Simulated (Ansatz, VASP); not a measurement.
# One calculation of InSb3, two programs

```
Sb In
1.0
     4.83820    0.00000    0.00000
     0.00000    4.83820    0.00000
     0.00000    0.00000    4.83820
Sb In
3 1
Direct
  0.50000 0.50000 0.00000
  0.00000 0.50000 0.50000
  0.50000 0.00000 0.50000
  0.00000 0.00000 0.00000
```

Alike in both runs: task single point; functional PBE; k mesh 6 × 6 × 6; occupations fermi-dirac, width 0.05 eV; no spin polarisation.

|  | VASP | Ansatz |
| --- | --- | --- |
| version | VASP 6.6.1 | Ansatz 0.2.0 |
| potentials or method | VASP PAW PBE potentials, release 64 (Sb, In_d) | Ansatz PAW |
| plane-wave cutoff (eV) | 520 | 420 |
| valence electrons in the cell | 28 | 58 |

VASP gave:

```
gap on the k mesh at the Fermi level (eV) : none
pressure (GPa)                            : -0.9
```

Estimate Ansatz's values.

gap on the k mesh at the Fermi level (eV): none; pressure (GPa): -0.8.

A gap of «none» marks a metal or a gap that the smearing closes. With one functional, cell and mesh, what is left measures potentials, basis and numerics. VASP's potentials hold 28 valence electrons a cell and Ansatz's 58, so a difference there can come from the potentials and not from the codes.

Neither program's run includes spin-orbit coupling.
